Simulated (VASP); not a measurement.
MoPdRu2, 4 atoms in the cell. Symmetry: P-6m2, No. 187, hexagonal system. Conventional cell: a = 2.736 Å, b = 2.736 Å, c = 8.774 Å, α = 90.00°, β = 90.00°, γ = 120.00°. Within 3.6 Å of Pd (site symmetry -6m2) lie 6 Pd at 2.74 Å and 6 Ru at 2.76 Å. Within 3.5 Å of Ru (site symmetry 3m) lie 3 Mo at 2.65 Å and 6 Ru at 2.74 Å and 3 Pd at 2.76 Å. Mo (site symmetry -6m2) has 6 Ru at 2.65 Å and 6 Mo at 2.74 Å within 3.5 Å. 

| Property | Result |
| --- | --- |
| Program | VASP 6.6.1 |
| Task | single point |
| Functional | PBEsol |
| Potentials or basis | VASP PAW PBE potentials, release 64 (Pd, Ru_pv, Mo_sv) |
| Cutoff | 520 eV |
| k mesh | 11 × 11 × 3 |
| Occupations | fermi-dirac, width 0.05 eV |
| Spin | no spin polarisation |
| Dipole correction | no |
| Further INCAR settings | ALGO = Fast; EDIFF = 1e-06; NBANDS = 34 |

Potentials or basis: VASP PAW PBE potentials, release 64 (Pd, Ru_pv, Mo_sv).

The run is started by

```bash
$ cat potpaw_PBE.64/Pd/POTCAR potpaw_PBE.64/Ru_pv/POTCAR potpaw_PBE.64/Mo_sv/POTCAR > POTCAR
$ mpirun -np 1 vasp_std > vasp.out
```

Hardware: 1 thread of Intel(R) Xeon(R) Platinum 8259CL CPU @ 2.50GHz (Skylake/Cascade Lake) (shared host).

Problem. How long does it take, and how much memory?

Solution. Wall time 72 s on 1 thread of Intel(R) Xeon(R) Platinum 8259CL CPU @ 2.50GHz (Skylake/Cascade Lake), on a shared host, peak memory 0.2 GiB. Counts: scf iterations 18, k points 32.
